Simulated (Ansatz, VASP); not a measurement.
## WSe2: VASP beside Ansatz

```
W Se
1.0
     3.27115    0.00000    0.00000
    -1.63558    2.83290    0.00000
     0.00000    0.00000   13.22067
W Se
2 4
Direct
  0.33333 0.66667 0.25000
  0.66667 0.33333 0.75000
  0.33333 0.66667 0.62339
  0.66667 0.33333 0.12339
  0.33333 0.66667 0.87661
  0.66667 0.33333 0.37661
```

Alike in both runs: functional PBEsol; k mesh 12 × 12 × 2; occupations gaussian, width 0.02 eV; no spin polarisation.

Ansatz relaxed the structure, and its values are those at the end. VASP's run is a single point on that final structure, the one shown.

|  | VASP | Ansatz |
| --- | --- | --- |
| version | VASP 6.6.1 | Ansatz 0.2.0 |
| potentials or method | VASP PAW PBE potentials, release 64 (W_sv, Se), cutoff 520 eV | scalar-relativistic, plane waves, PAW |
| valence electrons in the cell | 52 | 92 |

```csv
,VASP,Ansatz,Ansatz less VASP
gap on the k mesh at the Fermi level (eV),1.04,1.04,+0.005
least direct gap on the mesh (eV),1.59,1.60,+0.003
pressure (GPa),0.4,0.0,-0.42
rms of the force components (eV/Å),0.031,0.002,-0.0288
```

VASP's potentials were made for PBE, not for PBEsol. VASP's potentials hold 52 valence electrons a cell and Ansatz's 92, so a difference there can come from the potentials and not from the codes.

Neither program's run includes spin-orbit coupling.
